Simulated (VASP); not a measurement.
CdIn2O4, 14 atoms in the cell. The structure is cubic, space group Fd-3m (No. 227). The conventional cell has a = 9.201 Å, b = 9.201 Å, c = 9.201 Å, α = 90.00°, β = 90.00°, γ = 90.00°. Within 2.9 Å of Cd (site symmetry -43m) lie 4 O at 2.20 Å. Within 2.9 Å of In (site symmetry -3m) lie 6 O at 2.19 Å. O (site symmetry 3m) has 3 In at 2.19 Å and 1 Cd at 2.20 Å and 3 O at 2.91 Å within 3.0 Å. 

- Program: VASP 6.6.1
- Task: single point
- Functional: LDA
- Potentials or basis: VASP PAW LDA potentials, release 64 (Cd, In_d, O)
- Cutoff: 600 eV
- k mesh: 6 × 6 × 6
- Occupations: gaussian, width 0.01 eV
- Spin: no spin polarisation
- Dipole correction: no
- Further INCAR settings: ALGO = Normal; EDIFF = 1e-06; NBANDS = 75

Potentials or basis: VASP PAW LDA potentials, release 64 (Cd, In_d, O).

The run is started by

```console
$ cat potpaw_LDA.64/Cd/POTCAR potpaw_LDA.64/In_d/POTCAR potpaw_LDA.64/O/POTCAR > POTCAR
$ mpirun -np 1 vasp_std > vasp.out
```

Hardware: 1 thread of Intel(R) Xeon(R) Platinum 8259CL CPU @ 2.50GHz (Skylake/Cascade Lake) (shared host).

**Question.** How long does it take, and how much memory?

**Answer.** Wall time 7 min on 1 thread of Intel(R) Xeon(R) Platinum 8259CL CPU @ 2.50GHz (Skylake/Cascade Lake), with other jobs on the host, peak memory 0.45 GiB. Counts: scf iterations 15, k points 16.
